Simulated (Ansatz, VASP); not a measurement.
**AlRu in VASP and in Ansatz**

POSCAR

```
AlRu
1.0
    3.0121572621      0.0000000000      0.0000000000
    0.0000000000      3.0121572621      0.0000000000
    0.0000000000      0.0000000000      3.0121572621
Al Ru
1 1
Direct
    0.0000000000      0.0000000000      0.0000000000
    0.5000000000      0.5000000000      0.5000000000
```

File INCAR.step1:

```
SYSTEM = AlRu
PREC     = Accurate       ! precision mode
ENCUT    = 520            ! plane-wave cutoff, eV
ISMEAR   = 0              ! smearing method
SIGMA    = 0.1            ! smearing width, eV
LREAL    = .False.        ! projectors in reciprocal space
LASPH    = .True.         ! aspherical terms in the spheres
NELM     = 60             ! most SCF steps
NBANDS   = 16             ! bands
GGA      = PE             ! functional
ALGO     = Normal         ! electronic algorithm
EDIFF    = 1E-4           ! SCF threshold, eV
LWAVE    = .True.         ! write WAVECAR
LCHARG   = .False.        ! write CHGCAR
```

File INCAR.step2:

```
SYSTEM = AlRu
PREC     = Accurate       ! precision mode
ENCUT    = 520            ! plane-wave cutoff, eV
EDIFF    = 1E-6           ! SCF threshold, eV
ISMEAR   = 0              ! smearing method
SIGMA    = 0.1            ! smearing width, eV
LREAL    = .False.        ! projectors in reciprocal space
LASPH    = .True.         ! aspherical terms in the spheres
NELM     = 60             ! most SCF steps
ALGO     = Normal         ! electronic algorithm
ISIF     = 2              ! what is computed and relaxed
LWAVE    = .False.        ! write WAVECAR
LCHARG   = .False.        ! write CHGCAR
METAGGA  = R2SCAN         ! meta-GGA
LMIXTAU  = .True.       
NBANDS   = 16             ! bands
ISTART   = 1
```

The input KPOINTS:

```
Automatic mesh
0
Gamma
  14 14 14
  0 0 0
```

Input for Ansatz:

```yaml
crystal:
  lattice:
    - [3.0121572621, 0.0, 0.0]
    - [0.0, 3.0121572621, 0.0]
    - [0.0, 0.0, 3.0121572621]
  atoms:
    - { symbol: Al, position: [0.0, 0.0, 0.0] }
    - { symbol: Ru, position: [0.5, 0.5, 0.5] }
basis:
  ecutwfc: 500
kpoints:
  mp_grid: { grid: [14, 14, 14] }
hamiltonian:
  xc: r2scan
scf:
  occupations: { method: gaussian, width: 0.1 }
output:
  forces: true
  stress: true
  eigenvalues: true
```

Alike in both runs: task single point; functional r2SCAN; k mesh 14 × 14 × 14; occupations gaussian, width 0.1 eV; no spin polarisation.

|  | VASP | Ansatz |
| --- | --- | --- |
| version | VASP 6.6.1 | Ansatz 0.2.0 |
| potentials or method | VASP PAW PBE potentials, release 64 (Al, Ru_pv), cutoff 520 eV | scalar-relativistic, plane waves, PAW |
| valence electrons in the cell | 17 | 19 |

```tsv
	VASP	Ansatz	Ansatz less VASP
gap on the k mesh at the Fermi level (eV)	none	none	-
pressure (GPa)	-6.0	-6.1	-0.08
```

VASP's potentials were made for PBE, not for r2SCAN. A gap of «none» marks a metal or a gap that the smearing closes. With one functional, cell and mesh, what is left measures potentials, basis and numerics. VASP's potentials hold 17 valence electrons a cell and Ansatz's 19, so a difference there can come from the potentials and not from the codes.
